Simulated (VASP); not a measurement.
# Ca (P6_3/mmc) in VASP: a series of runs

Ca is run at these levels: PBEsol; tasks: relaxation of shape and atoms at fixed volume.

Program: VASP 6.6.1. These are calculated values, not measurements. Logs are shortened: lines on timing, memory, paths and dates and some standing lists are left out, and cuts for length are marked.

### 1 The cell of the first run

The structure is hexagonal, space group P6_3/mmc (No. 194). The conventional cell has a = 3.815 Å, b = 3.815 Å, c = 6.276 Å, α = 90.00°, β = 90.00°, γ = 120.00°. Ca (site symmetry -6m2) has 12 Ca at 3.81 to 3.83 Å within 5.0 Å.

This isn't the form of Ca at room conditions, which is fcc.

### 2 Relaxation of shape and atoms at fixed volume, PBEsol (39.55 Å³/atom)

INCAR

```
SYSTEM = Ca
PREC = Accurate
ENCUT = 600
EDIFF = 1E-6
ISMEAR = 0
SIGMA = 0.1
LREAL = .False.
LASPH = .True.
NELM = 100
ALGO = Fast
ISIF = 4
LWAVE = .False.
LCHARG = .False.
GGA = PS
IBRION = 2
NSW = 50
EDIFFG = -0.01
```

KPOINTS

```
regular mesh
0
Gamma
  12 12 8
  0 0 0
```

POSCAR

```
Ca
1.0
    3.8147282630      0.0000000000      0.0000000000
   -1.9073641315      3.3036515843      0.0000000000
    0.0000000000      0.0000000000      6.2761387942
Ca
2
Direct
    0.3333333333      0.6666666667      0.2500000000
    0.6666666667      0.3333333333      0.7500000000
```

Potentials or basis: VASP PAW PBE potentials, release 64 (Ca_sv).

Started as:

```
$ cat potpaw_PBE.64/Ca_sv/POTCAR > POTCAR
$ mpirun -np 1 vasp_std > vasp.out
```

OUTCAR:

```text
SYSTEM = Ca
   PREC = Accurate
   ENCUT = 600
   EDIFF = 1E-6
   ISMEAR = 0
   LREAL = .False.
   LASPH = .True.
   NELM = 100
   ISIF = 4
   GGA = PS
   IBRION = 2
   NSW = 50
   EDIFFG = -0.01

 ion  position               nearest neighbor table
   1  0.333  0.667  0.250-
   2  0.667  0.333  0.750-

  LATTYP: Found a hexagonal cell.
 ALAT       =     3.8147282630
 C/A-ratio  =     1.6452387592

  Lattice vectors:

 A1 = (   3.8147282630,   0.0000000000,   0.0000000000)
 A2 = (  -1.9073641315,   3.3036515843,   0.0000000000)
 A3 = (   0.0000000000,   0.0000000000,   6.2761387942)

Analysis of symmetry for initial positions (statically):
=====================================================================
 Subroutine PRICEL returns:
 Original cell was already a primitive cell.

 Routine SETGRP: Setting up the symmetry group for a
 hexagonal supercell.

 Subroutine GETGRP returns: Found 24 space group operations
 (whereof 12 operations were pure point group operations)
 out of a pool of 24 trial point group operations.

The static configuration has the point symmetry D_3d.
 The point group associated with its full space group is D_6h.

Analysis of symmetry for dynamics (positions and initial velocities):
=====================================================================
 Subroutine PRICEL returns:
 Original cell was already a primitive cell.

 Routine SETGRP: Setting up the symmetry group for a
 hexagonal supercell.

 Subroutine GETGRP returns: Found 24 space group operations
 (whereof 12 operations were pure point group operations)
 out of a pool of 24 trial point group operations.

The dynamic configuration has the point symmetry D_3d.
 The point group associated with its full space group is D_6h.

 Subroutine INISYM returns: Found 24 space group operations
 (whereof 12 operations are pure point group operations),
 and found     1 'primitive' translations

----------------------------------------------------------------------------------------

                                     Primitive cell

  volume of cell :      79.0952

  direct lattice vectors                    reciprocal lattice vectors
     3.814728263  0.000000000  0.000000000     0.262141870  0.151347679  0.000000000
    -1.907364132  3.303651584  0.000000000     0.000000000  0.302695358  0.000000000
     0.000000000  0.000000000  6.276138794     0.000000000  0.000000000  0.159333634

  length of vectors
     3.814728263  3.814728263  6.276138794     0.302695358  0.302695358  0.159333634

  position of ions in fractional coordinates (direct lattice)
     0.333333333  0.666666667  0.250000000
     0.666666667  0.333333333  0.750000000

  ion indices of the primitive-cell ions
   primitive index   ion index
                 1           1
                 2           2

----------------------------------------------------------------------------------------

 KPOINTS: regular mesh

Automatic generation of k-mesh.
 Grid dimensions read from file:
 generate k-points for:   12   12    8

 Generating k-lattice:

  Cartesian coordinates                     Fractional coordinates (reciprocal lattice)
     0.021845156  0.012612307  0.000000000     0.083333333 -0.000000000  0.000000000
     0.000000000  0.025224613  0.000000000     0.000000000  0.083333333  0.000000000
     0.000000000  0.000000000  0.019916704     0.000000000  0.000000000  0.125000000

  Length of vectors
     0.025224613  0.025224613  0.019916704

  Shift w.r.t. Gamma in fractional coordinates (k-lattice)
     0.000000000  0.000000000  0.000000000

 Subroutine IBZKPT returns following result:
[... 60 lines left out ...]
   NELECT =      20.0000    total number of electrons
   NUPDOWN=      -1.0000    fix difference up-down
   EMIN   =  10.00;   EMAX   =-10.00  energy-range for DOS
   EFERMI =   0.00;   METHOD = LEGACY
   ISMEAR =     0;   SIGMA  =   0.10  broadening in eV -4-tet -1-fermi 0-gaus
   EFERMI_NEDOS =   21; number of points for ismear=-14 and -15
   IALGO  =     68    algorithm
   IMIX   =      4    mixing-type and parameters
     AMIX     =   0.40;   BMIX     =  1.00
     AMIX_MAG =   1.60;   BMIX_MAG =  1.00
  volume/ion in A,a.u.               =      39.55       266.88
  Fermi-wavevector in a.u.,A,eV,Ry     =   1.035225  1.956291 14.581235  1.071691
  Thomas-Fermi vector in A             =   2.169558
   LORBIT       =      0    0 simple, 1 ext, 2 COOP (PROOUT), +10 PAW based schemes
   GGA     = PS    functional components
   LHFCALC =     F    Hartree Fock is set to
   AEXX    =    0.0000 exact exchange contribution
   IVDW    =     0    specifies the selected vdW correction
   LEPSILON=     F    determine dielectric tensor
   LRPA    =     F    only Hartree local field effects (RPA)
 conjugate gradient relaxation of ions
 non-spin polarized calculation
 RMM-DIIS sequential band-by-band and
 Gauss-broadening in eV      SIGMA  =   0.10
  energy-cutoff  :      600.00
  volume of cell :       79.10
 maximum number of plane-waves:      2671
   NGX = 15   NGY = 15   NGZ = 25

--------------------------------------- Ionic step        1  -------------------------------------------

 number of electron      20.0000001 magnetization

 Free energy of the ion-electron system (eV)
  ---------------------------------------------------
  ext. energy  EPLUGINS =         0.00000000
  ---------------------------------------------------
  free energy    TOTEN  =        -4.26135471 eV

  energy without entropy =       -4.25223069  energy(sigma->0) =       -4.25679270

------------------------ aborting loop because EDIFF is reached ----------------------------------------

  FORCE on cell =-STRESS in cart. coord.  units (eV):
  Direction    XX          YY          ZZ          XY          YZ          ZX
  --------------------------------------------------------------------------------------
  -------------------------------------------------------------------------------------
  Total        0.2850553      0.2850553      0.3212511     -0.0000000      0.0000000      0.0000000
  in kB        5.7741664      5.7741664      6.5073600     -0.0000000      0.0000000      0.0000000
  external PRESSURE =       6.0185643 kB  Pullay stress =       0.0000000 kB

 VOLUME and BASIS-vectors are now :
 -----------------------------------------------------------------------------
  energy-cutoff  :      600.00
  volume of cell :       79.10
      direct lattice vectors                 reciprocal lattice vectors
     3.814728263  0.000000000  0.000000000     0.262141870  0.151347679  0.000000000
    -1.907364132  3.303651584  0.000000000     0.000000000  0.302695358  0.000000000
     0.000000000  0.000000000  6.276138794     0.000000000  0.000000000  0.159333634

 POSITION                                       TOTAL-FORCE (eV/Angst)
 -----------------------------------------------------------------------------------
     -0.00000      2.20243      1.56903         0.000000      0.000000      0.000000
      1.90736      1.10122      4.70710        -0.000000     -0.000000      0.000000
 -----------------------------------------------------------------------------------
    total drift:                                0.000000     -0.000000      0.000000

  FREE ENERGIE OF THE ION-ELECTRON SYSTEM (eV)
  ---------------------------------------------------
  free  energy   TOTEN  =        -4.2613547123 eV

  energy  without entropy=       -4.2522306928  energy(sigma->0) =       -4.25679270

--------------------------------------- Ionic step        2  -------------------------------------------

 number of electron      20.0000001 magnetization

 Free energy of the ion-electron system (eV)
  ---------------------------------------------------
  ext. energy  EPLUGINS =         0.00000000
  ---------------------------------------------------
  free energy    TOTEN  =        -4.26137202 eV

  energy without entropy =       -4.25221532  energy(sigma->0) =       -4.25679367

 E-fermi :   2.2133     XC(G=0):  -8.0187

 val. band max:        2.2020448565   @ k =   0.3333   0.1667   0.0000
 cond. band min:       2.2142594679   @ k =   0.2500   0.0833   0.0000
 fundamental gap:      0.0122146113
 Fermi energy:         2.2133357454

 k-point     1 :       0.0000    0.0000    0.0000
  band No.  band energies     occupation
      1     -39.5285      2.00000
      2     -39.5102      2.00000
      3     -20.6816      2.00000
      4     -20.5372      2.00000
      5     -20.5372      2.00000
      6     -20.5139      2.00000
      7     -20.5139      2.00000
      8     -20.5064      2.00000
      9      -2.0014      2.00000
     10       1.0832      2.00000
     11       2.0129      1.99542
     12       4.5102      0.00000
     13       4.5548      0.00000
     14       4.5563      0.00000
[... 377 lines left out ...]
      1     -39.5144      2.00000
      2     -39.5047      2.00000
      3     -20.6512      2.00000
      4     -20.6249      2.00000
      5     -20.6139      2.00000
      6     -20.5670      2.00000
      7     -20.5342      2.00000
      8     -20.5305      2.00000
      9      -0.2938      2.00000
     10       1.8610      2.00000
     11       2.5411      0.00000
     12       2.8144      0.00000
     13       3.9963      0.00000
     14       4.0186      0.00000

 [... further k-points ...]

------------------------ aborting loop because EDIFF is reached ----------------------------------------

  FORCE on cell =-STRESS in cart. coord.  units (eV):
  Direction    XX          YY          ZZ          XY          YZ          ZX
  --------------------------------------------------------------------------------------
  -------------------------------------------------------------------------------------
  Total        0.2896119      0.2896119      0.3112008      0.0000000     -0.0000000      0.0000000
  in kB        5.8664676      5.8664676      6.3037787      0.0000000     -0.0000000      0.0000000
  external PRESSURE =       6.0122379 kB  Pullay stress =       0.0000000 kB

 VOLUME and BASIS-vectors are now :
 -----------------------------------------------------------------------------
  energy-cutoff  :      600.00
  volume of cell :       79.10
      direct lattice vectors                 reciprocal lattice vectors
     3.813618384  0.000000000  0.000000000     0.262218161  0.151391726  0.000000000
    -1.906809192  3.302690401 -0.000000000     0.000000000  0.302783452  0.000000000
     0.000000000  0.000000000  6.279792421     0.000000000  0.000000000  0.159240932

 POSITION                                       TOTAL-FORCE (eV/Angst)
 -----------------------------------------------------------------------------------
     -0.00000      2.20179      1.56995         0.000000      0.000000      0.000000
      1.90681      1.10090      4.70984         0.000000      0.000000      0.000000
 -----------------------------------------------------------------------------------
    total drift:                                0.000000     -0.000000      0.000000

  FREE ENERGIE OF THE ION-ELECTRON SYSTEM (eV)
  ---------------------------------------------------
  free  energy   TOTEN  =        -4.2613720201 eV

  energy  without entropy=       -4.2522153197  energy(sigma->0) =       -4.25679367

 reached required accuracy - stopping structural energy minimisation
```

Wall time 1.9 min (1 thread of Intel Xeon Platinum 8559C (Emerald Rapids), shared host); peak memory 0.28 GiB.

What came out:

| Item | Value |
| --- | --- |
| Free energy | -4.2614 eV |
| Energy gained by relaxing | 0.0 meV/atom |
| Ionic steps | 2 |
| Pressure after relaxing | 0.6 GPa |
| Band gap on the k mesh | zero (bands 10 and 11 overlap by 0.44 eV) |

Final structure:
```
CELL_PARAMETERS angstrom
3.81362 0.00000 0.00000
-1.90681 3.30269 0.00000
0.00000 0.00000 6.27979
ATOMIC_POSITIONS crystal
Ca 0.33333 0.66667 0.25000
Ca 0.66667 0.33333 0.75000
```

Levels at points of the mesh, in eV from the Fermi level:
```
           k point  band 6  band 7  band 8  band 9  band 10  band 11  band 12  band 13  band 14
(0.00, 0.00, 0.00)  -22.73  -22.73  -22.72   -4.21    -1.13    -0.20     2.30     2.34     2.34
(0.50, 0.00, 0.00)  -22.79  -22.76  -22.75   -1.16    -0.70     0.13     0.31     1.40     1.97
(0.00, 0.00, 0.50)  -22.74  -22.74  -22.74   -3.15    -3.15     1.37     1.37     2.33     2.33
(0.50, 0.00, 0.50)  -22.77  -22.77  -22.77   -0.76    -0.76     0.13     0.13     1.45     1.45
```

Caveat: the PAW data sets were made with another functional, which shifts forces and pressure a little.

### 3 Relaxation of shape and atoms at fixed volume, PBEsol (41.99 Å³/atom)

This run uses another cell than the first one, of 41.99 Å³/atom.

INCAR

```
  ALGO = Fast
  EDIFF = 1E-6
  EDIFFG = -0.01
  ENCUT = 600
  GGA = PS
  IBRION = 2
  ISIF = 4
  ISMEAR = 0
  LASPH = True
  LCHARG = False
  LREAL = False
  LWAVE = False
  NELM = 60
  NSW = 50
  PREC = Accurate
  SIGMA = 0.1
```

KPOINTS

```
k-points
0
Gamma
  12 12 8
```

POSCAR

```
Ca
1.0
    3.8918142492      0.0000000000      0.0000000000
   -1.9459071246      3.3704100066      0.0000000000
    0.0000000000      0.0000000000      6.4029636464
Ca
2
Direct
    0.3333333333      0.6666666667      0.2500000000
    0.6666666667      0.3333333333      0.7500000000
```

Potentials or basis: VASP PAW PBE potentials, release 64 (Ca_sv).

Started as:

```
$ cat potpaw_PBE.64/Ca_sv/POTCAR > POTCAR
$ mpirun -np 1 vasp_std > vasp.out
```

It took 2.1 min on 1 thread of Intel Xeon Platinum 8559C (Emerald Rapids), shared host; peak memory 0.3 GiB.

Results (log left out):

- Free energy: -4.2627 eV
- Pressure after relaxing: -0.5 GPa
- Band gap on the k mesh: zero (bands 10 and 11 overlap by 0.49 eV)

Final structure:
```yaml
crystal:
  lattice:
    - [3.89181, 0.00000, 0.00000]
    - [-1.94591, 3.37041, 0.00000]
    - [0.00000, 0.00000, 6.40296]
  atoms:
    - { symbol: Ca, position: [0.33333, 0.66667, 0.25000] }
    - { symbol: Ca, position: [0.66667, 0.33333, 0.75000] }
```

Levels at points of the mesh, in eV from the Fermi level:
```tsv
k point	band 7	band 8	band 9	band 10	band 11	band 12	band 13	band 14
(0.00, 0.00, 0.00)	-22.87	-22.87	-4.11	-1.10	-0.24	2.23	2.27	2.29
(0.50, 0.00, 0.00)	-22.90	-22.90	-1.15	-0.71	0.18	0.34	1.34	1.88
(0.00, 0.00, 0.50)	-22.88	-22.88	-3.09	-3.09	1.34	1.34	2.26	2.26
(0.50, 0.00, 0.50)	-22.91	-22.91	-0.73	-0.73	0.08	0.08	1.42	1.42
```

Caveat: the relaxation stopped at its first step, so nothing moved; the PAW data sets were made with another functional, which shifts forces and pressure a little.
